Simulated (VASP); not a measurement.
**LiPb2: single point with PBE**

Crystal: LiPb2.

```
Li Pb
1.0
     3.53304    0.00000    0.00000
    -1.76652    3.05970    0.00000
     0.00000    0.00000    7.61457
Li Pb
1 2
Direct
  0.00000 0.00000 0.50000
  0.33333 0.66667 0.81413
  0.66667 0.33333 0.18587
```

The cell was built from a structure type or drawn by symmetry, and may not be a known phase.

- Program: VASP 6.6.1
- Task: single point
- Functional: PBE
- Potentials or basis: VASP PAW PBE potentials, release 64 (Li_sv, Pb_d)
- Cutoff: 520 eV
- k mesh: 6 × 6 × 2
- Occupations: gaussian, width 0.1 eV
- Spin: no spin polarisation
- Dipole correction: no
- Further INCAR settings: ALGO = Normal; EDIFF = 1e-07; NBANDS = 22

| Property | Result |
| --- | --- |
| Largest force | 0.008 eV/Å |
| Band gap on the k mesh | zero (an odd number of electrons rules out a gap without spin polarisation) |

Forces in eV/Å, atoms in the order of the input:
```
Li   0.000  0.000  0.000
Pb   0.000  0.000  0.008
Pb   0.000  0.000 -0.008
```

Levels at points of the mesh, in eV from the Fermi level:
```tsv
k point	band 11	band 12	band 13	band 14	band 15	band 16	band 17	band 18	band 19	band 20
(0.00, 0.00, 0.00)	-16.73	-11.00	-9.21	-3.86	1.56	3.55	5.82	5.82	6.67	6.67
(0.50, 0.00, 0.00)	-16.69	-7.88	-7.14	-3.31	-2.66	-0.81	1.24	2.44	4.43	5.45
(0.00, 0.00, 0.50)	-16.73	-10.94	-9.40	-2.70	-1.14	5.82	5.82	6.72	6.72	7.65
(0.50, 0.00, 0.50)	-16.69	-7.80	-7.22	-3.55	-2.85	0.96	1.01	2.71	3.22	3.80
```

It took 27 s on 1 thread of Intel(R) Xeon(R) Platinum 8259CL CPU @ 2.50GHz (Skylake/Cascade Lake) (shared host), peak memory 0.2 GiB.

Caveat: the k points lie up to 0.41 Å⁻¹ apart, too coarse for converged energies and pressures of a metal; spin-orbit coupling is left out, which moves the levels of the heavy elements.
